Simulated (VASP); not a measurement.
Write the native input for VASP 6.6.1 that does the following.

- Task: single point
- Functional: PBE
- Potentials or basis: VASP PAW PBE potentials, release 64 (Mg, C)
- Cutoff: 520 eV
- k mesh: 6 × 6 × 6
- Occupations: gaussian, width 0.1 eV
- Spin: no spin polarisation
- Dipole correction: no
- Further INCAR settings: ALGO = Normal; EDIFF = 1e-06; NBANDS = 11

The structure of Mg2C lies in POSCAR:

```
Mg2C
1.0
   -2.0976739300      2.0976739300      2.7398114600
    2.0976739300     -2.0976739300      2.7398114600
    2.0976739300      2.0976739300     -2.7398114600
Mg C
2 1
Direct
    0.5000000000      0.0000000000      0.5000000000
    0.0000000000      0.5000000000      0.5000000000
    0.5000000000      0.5000000000      0.0000000000
```

The cell was built from a structure type or drawn by symmetry, and may not be a known phase.

The input as run:

INCAR

```
PREC     = Accurate       # precision mode
ENCUT    = 520            # plane-wave cutoff, eV
EDIFF    = 1E-6           # SCF threshold, eV
ISMEAR   = 0              # smearing method
SIGMA    = 0.1            # smearing width, eV
LREAL    = F              # projectors in reciprocal space
LASPH    = T              # aspherical terms in the spheres
NELM     = 60             # most SCF steps
ALGO     = Normal         # electronic algorithm
ISIF     = 2              # what is computed and relaxed
LWAVE    = F              # write WAVECAR
LCHARG   = F              # write CHGCAR
GGA      = PE             # functional
NBANDS   = 11             # bands
```

KPOINTS

```
Automatic mesh
0
Gamma
  6 6 6
```

Potentials or basis: VASP PAW PBE potentials, release 64 (Mg, C).

Command:

```bash
$ cat potpaw_PBE.64/Mg/POTCAR potpaw_PBE.64/C/POTCAR > POTCAR
$ mpirun -np 1 vasp_std > vasp.out
```

It gave:

```json
{
  "Pressure": "4.9 GPa",
  "Band gap on the k mesh": "zero (bands 4 and 5 overlap by 0.08 eV)"
}
```

Caveat: the cell stands under pressure.

Run time: 25 s on 1 thread of Intel Xeon 8259CL (shared host), peak memory 0.17 GiB.
